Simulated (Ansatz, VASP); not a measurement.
## AlNi in VASP and in Ansatz

```
Ni Al
1.0
     2.88100    0.00000    0.00000
     0.00000    2.88100    0.00000
     0.00000    0.00000    2.88100
Ni Al
1 1
Direct
  0.50000 0.50000 0.50000
  0.00000 0.00000 0.00000
```

Alike in both runs: task relaxation of cell and atoms; functional revPBE; dispersion D4; k mesh 9 × 9 × 9; occupations fermi-dirac, width 0.05 eV; collinear spin.

```csv
,VASP,Ansatz
version,VASP 6.6.1,Ansatz 0.2.0
potentials or method,"VASP PAW PBE potentials, release 64 (Ni, Al), cutoff 600 eV","all-electron LAPW, scalar-relativistic"
```

|  | VASP | Ansatz | Ansatz less VASP |
| --- | --- | --- | --- |
| net moment per atom (μB) | 0.00 | 0.00 | 0.000 |
| relaxed volume (Å³/atom) | 11.59 | 11.60 | +0.010 |
| relaxed length of the cell vector where the two differ most in proportion (Å) | 2.851 | 2.852 | +0.0008 |

VASP's potentials were made for PBE, not for revPBE. Ansatz ran all-electron here, and VASP with PAW potentials.
